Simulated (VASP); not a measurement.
# Be16I in VASP: a series of runs, part 2 of 2

VASP 6.6.1. The steps go on from the part before.

**3. Single point, PBEsol**

INCAR

```
SYSTEM = Be16I
PREC = Accurate
ENCUT = 520
EDIFF = 1E-6
ISMEAR = 0
SIGMA = 0.15
LREAL = Auto
LASPH = .True.
NELM = 60
ALGO = Normal
ISIF = 2
LWAVE = .False.
LCHARG = .False.
GGA = PS
NBANDS = 34
```

KPOINTS

```
regular mesh
0
Gamma
  4 4 1
  0 0 0
```

POSCAR

```
Be16I
1.0
    4.5800000000      0.0000000000      0.0000000000
    2.2900000000      3.9663960000      0.0000000000
    0.0000000000      0.0000000000     17.3826450000
Be I
16 1
Direct
   -0.1666666667      0.3333333333      0.0575285867
    0.3333333333      0.3333333333      0.0575285867
   -0.1666666667      0.8333333333      0.0575285867
    0.3333333333      0.8333333333      0.0575285867
    0.0006141482      0.0027516163      0.1600903085
    0.4971146813      0.0027632138      0.1601249407
   -0.0004012253      0.5013823632      0.1596642513
    0.4991173838      0.5022909967      0.1601538201
   -0.1641685055      0.3360335176      0.2619886099
    0.3288915110      0.3360388121      0.2620183522
   -0.1685320712      0.8376995136      0.2610877689
    0.3308341594      0.8389989300      0.2639188110
   -0.0122669237      0.0085853757      0.3665697021
    0.5045506250      0.0085694923      0.3665871908
   -0.0035322774      0.5079117163      0.3610202590
    0.5001542649      0.5006159244      0.3606183064
    0.2526218189     -0.0039990964      0.4921635344
```

Potentials or basis: VASP PAW PBE potentials, release 64 (Be, I).

Command:

```bash
$ cat potpaw_PBE.64/Be/POTCAR potpaw_PBE.64/I/POTCAR > POTCAR
$ mpirun -np 1 vasp_std > vasp.out
```

OUTCAR:

```text
SYSTEM = Be16I
   PREC = Accurate
   ENCUT = 520
   EDIFF = 1E-6
   ISMEAR = 0
   LREAL = Auto
   LASPH = .True.
   NELM = 60
   ISIF = 2
   GGA = PS

 ion  position               nearest neighbor table
   1  0.833  0.333  0.058-   5 2.21   7 2.22   8 2.22   3 2.29   3 2.29   4 2.29   4 2.29   2 2.29
                             2 2.29
   2  0.333  0.333  0.058-   6 2.21   7 2.21   8 2.22   4 2.29   3 2.29   4 2.29   3 2.29   1 2.29
                             1 2.29
   3  0.833  0.833  0.058-   7 2.21   6 2.23   5 2.23   1 2.29   1 2.29   2 2.29   2 2.29   4 2.29
                             4 2.29
   4  0.333  0.833  0.058-   8 2.22   5 2.22   6 2.22   2 2.29   1 2.29   2 2.29   1 2.29   3 2.29
                             3 2.29
   5  0.001  0.003  0.160-  11 2.20   9 2.21   1 2.21   4 2.22   3 2.23  12 2.23   6 2.27   7 2.28
                             8 2.29   8 2.29   7 2.30   6 2.31
   6  0.497  0.003  0.160-  11 2.20  10 2.21   2 2.21   4 2.22   3 2.23  12 2.23   5 2.27   7 2.28
                             8 2.29   8 2.29   7 2.30   5 2.31
   7  1.000  0.501  0.160-   9 2.21  10 2.21   3 2.21  11 2.21   2 2.21   1 2.22   6 2.28   5 2.28
                             8 2.29   8 2.29   5 2.30   6 2.30
   8  0.499  0.502  0.160-   4 2.22  10 2.22   9 2.22   1 2.22   2 2.22  12 2.24   6 2.29   5 2.29
[... 232 lines left out ...]
      5      -3.9633      2.00000
      6      -3.1349      2.00000
[... 329 lines left out ...]
     30       6.1279      0.00000
     31       6.5216      0.00000
 [bands above 31 left out]

------------------------ aborting loop because EDIFF is reached ----------------------------------------

  FORCE on cell =-STRESS in cart. coord.  units (eV):
  Direction    XX          YY          ZZ          XY          YZ          ZX
  --------------------------------------------------------------------------------------
  -------------------------------------------------------------------------------------
  Total       -6.1550742     -6.4347201      0.2833077     -0.0073975     -0.6671743     -0.0403080
  in kB      -31.2296031    -32.6484699      1.4374458     -0.0375335     -3.3851078     -0.2045145
  external PRESSURE =     -20.8135424 kB  Pullay stress =       0.0000000 kB

 VOLUME and BASIS-vectors are now :
 -----------------------------------------------------------------------------
  energy-cutoff  :      520.00
  volume of cell :      315.77
      direct lattice vectors                 reciprocal lattice vectors
     4.580000000  0.000000000  0.000000000     0.218340611 -0.126059022  0.000000000
     2.290000000  3.966396000  0.000000000     0.000000000  0.252118044  0.000000000
     0.000000000  0.000000000 17.382645000     0.000000000  0.000000000  0.057528644

 POSITION                                       TOTAL-FORCE (eV/Angst)
 -----------------------------------------------------------------------------------
      4.58000      1.32213      1.00000        -0.016267     -0.005672     -0.006045
      2.29000      1.32213      1.00000         0.021886     -0.006599     -0.004983
      5.72500      3.30533      1.00000         0.002017      0.045897     -0.016753
      3.43500      3.30533      1.00000         0.003266      0.047969     -0.028605
      0.00911      0.01091      2.78279        -0.000875     -0.000343      0.002738
      2.28311      0.01096      2.78339        -0.001204     -0.000260     -0.001462
[... 9 lines left out ...]
      3.43712      1.98564      6.26850        -0.000990      0.001817      0.028042
      3.43785      3.95053      8.55510        -0.001888     -0.093878      0.016843
 -----------------------------------------------------------------------------------
    total drift:                               -0.000099      0.003799      0.001332

  FREE ENERGIE OF THE ION-ELECTRON SYSTEM (eV)
  ---------------------------------------------------
  free  energy   TOTEN  =       -62.2457373580 eV

  energy  without entropy=      -62.1994658165  energy(sigma->0) =      -62.22260159
```

OSZICAR:

```text
N       E                     dE             d eps       ncg     rms          rms(c)
DAV:   1     0.113021877721E+03    0.11302E+03   -0.13696E+04   680   0.882E+02
DAV:   2    -0.571652839556E+02   -0.17019E+03   -0.16327E+03   900   0.171E+02
DAV:   3    -0.678938979121E+02   -0.10729E+02   -0.10510E+02   960   0.397E+01
[... 14 lines left out ...]
DAV:  18    -0.622456840816E+02   -0.13758E-03   -0.36334E-05   792   0.328E-02    0.119E-02
DAV:  19    -0.622457181976E+02   -0.34116E-04   -0.18728E-05   710   0.176E-02    0.169E-02
DAV:  20    -0.622457331435E+02   -0.14946E-04   -0.47288E-06   720   0.105E-02    0.836E-03
DAV:  21    -0.622457369184E+02   -0.37749E-05   -0.17296E-06   704   0.538E-03    0.195E-03
DAV:  22    -0.622457373580E+02   -0.43968E-06   -0.18194E-07   688   0.182E-03
   1 F= -.62245737E+02 E0= -.62222602E+02  d E =-.462715E-01
```

stdout:

```text
POSCAR found type information on POSCAR BeI
 POSCAR found :  2 types and      17 ions
 scaLAPACK will be used
 -----------------------------------------------------------------------------
|                                                                             |
|                                                                             |
|     You enforced a specific xc type in the INCAR file but a different       |
|     I HOPE YOU KNOW WHAT YOU ARE DOING!                                     |
|                                                                             |
 -----------------------------------------------------------------------------

 LDA part: xc-table for (Slater+PW92), standard interpolation
 POSCAR, INCAR and KPOINTS ok, starting setup
 FFT: planning ... GRIDC
 FFT: planning ... GRID_SOFT
 FFT: planning ... GRID
 WAVECAR not read
 entering main loop
```

It took 5.5 min on 1 thread of Intel Xeon 6975P-C, shared host; peak memory 0.44 GiB.

Results:

```
Free energy   : -62.2457 eV
Largest force : 0.095 eV/Å
```

Forces on the atoms (eV/Å):
```
Be  -0.016 -0.006 -0.006
Be   0.022 -0.007 -0.005
Be   0.002  0.046 -0.017
Be   0.003  0.048 -0.029
Be  -0.001  0.000  0.003
Be  -0.001  0.000 -0.001
Be  -0.002  0.002  0.002
Be  -0.001  0.001  0.005
Be  -0.003  0.000 -0.004
Be   0.001  0.000 -0.006
Be   0.001  0.003 -0.001
Be   0.000  0.001 -0.003
Be   0.001  0.002  0.007
Be  -0.001  0.003  0.005
Be  -0.001 -0.001  0.006
Be  -0.001  0.002  0.028
I   -0.002 -0.094  0.017
```

Levels at points of the mesh, in eV from the Fermi level:
| k point | band 17 | band 18 | band 19 | band 20 | band 21 | band 22 | band 23 | band 24 |
| --- | --- | --- | --- | --- | --- | --- | --- | --- |
| (0.00, 0.00, 0.00) | -1.72 | -1.66 | -1.64 | -1.55 | -0.02 | 2.61 | 2.70 | 2.74 |
| (0.50, 0.00, 0.00) | -0.94 | -0.60 | 0.45 | 0.59 | 0.86 | 1.79 | 2.76 | 2.79 |
| (0.50, 0.50, 0.00) | -0.94 | -0.60 | 0.45 | 0.59 | 0.86 | 1.79 | 2.76 | 2.79 |
| (0.00, 0.50, 0.00) | -0.97 | -0.57 | 0.42 | 0.55 | 0.90 | 1.98 | 2.71 | 2.82 |

Caveat: the k points lie up to 0.40 Å⁻¹ apart; the PAW data sets were made with another functional, which shifts forces and pressure a little; spin-orbit coupling is left out, which moves the levels of the heavy elements; an odd number of electrons without spin polarisation forces a metal; a magnetic or distorted state may lie lower.
